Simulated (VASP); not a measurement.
Set up this calculation in VASP 6.6.1, as the native input.

```
Task                   : single point
Functional             : PBEsol
Potentials or basis    : VASP PAW PBE potentials, release 64 (Mo_sv, Te)
Cutoff                 : 520 eV
k mesh                 : 5 × 5 × 5
Occupations            : gaussian, width 0.05 eV
Spin                   : collinear spin
Starting moments       : [1.92, 1.92, -0.07, -0.07, -0.07, -0.07] μB
Fixed moment           : 4 μB
Hubbard terms          : Mo d U = 1.0 eV
Dipole correction      : no
Further INCAR settings : ALGO = Normal; EDIFF = 1e-06; NBANDS = 39
```

The structure of Te2Mo lies in POSCAR:

```
Te2Mo
1.0
    0.0000000000      3.3794332000      3.3794332000
    6.7588664000      3.3794332000      3.3794332000
    6.7588664000      6.7588664000      0.0000000000
Mo Te
2 4
Direct
    0.0000000000      0.0000000000      0.0000000000
    0.0000000000      0.0000000000      0.5000000000
    0.2500000000      0.2500000000      0.0000000000
    0.7500000000      0.7500000000      0.0000000000
    0.2500000000      0.2500000000      0.5000000000
    0.7500000000      0.7500000000      0.5000000000
```

The input as run:

INCAR

```
ALGO     = Normal         # electronic algorithm
EDIFF    = 1E-6           # SCF threshold, eV
ENCUT    = 520            # plane-wave cutoff, eV
GGA      = PS             # functional
ISIF     = 2              # what is computed and relaxed
ISMEAR   = 0              # smearing method
ISPIN    = 2              # spin polarisation
LASPH    = T              # aspherical terms in the spheres
LCHARG   = F              # write CHGCAR
LDAU     = T              # DFT+U
LDAUJ    = 0 0          
LDAUL    = 2 -1           # shell
LDAUPRINT= 1            
LDAUTYPE = 2            
LDAUU    = 1 0            # U, eV
LMAXMIX  = 4              # l up to which the mixer works
LORBIT   = 11             # projections on sites
LREAL    = F              # projectors in reciprocal space
LWAVE    = F              # write WAVECAR
MAGMOM   = 1.92 1.92 -0.07 -0.07 -0.07 -0.07 # initial moments
NBANDS   = 39             # bands
NELM     = 150            # most SCF steps
NUPDOWN  = 4.0            # fixed moment
PREC     = Accurate       # precision mode
SIGMA    = 0.05           # smearing width, eV
```

KPOINTS

```
k-points
0
Gamma
  5 5 5
```

Potentials or basis: VASP PAW PBE potentials, release 64 (Mo_sv, Te).

Run with:

```sh
$ cat potpaw_PBE.64/Mo_sv/POTCAR potpaw_PBE.64/Te/POTCAR > POTCAR
$ mpirun -np 1 vasp_std > vasp.out
```

Results of the run:

```json
{
  "Pressure": "-2.2 GPa",
  "Net moment": "4.00 μB per cell",
  "Site moments": "Mo +1.77; Te -0.05 μB",
  "Valence electrons inside the program's atomic spheres": "Mo 12.20; Te 3.37"
}
```

Caveat: the PAW data sets were made with another functional, which shifts forces and pressure a little; the total moment is fixed, so each spin has its own Fermi level; the U is typed as a test and isn't derived for this compound.

It took 6 min on 1 thread of Intel(R) Xeon(R) Platinum 8375C CPU @ 2.90GHz (Ice Lake) (shared host), peak memory 0.59 GiB.
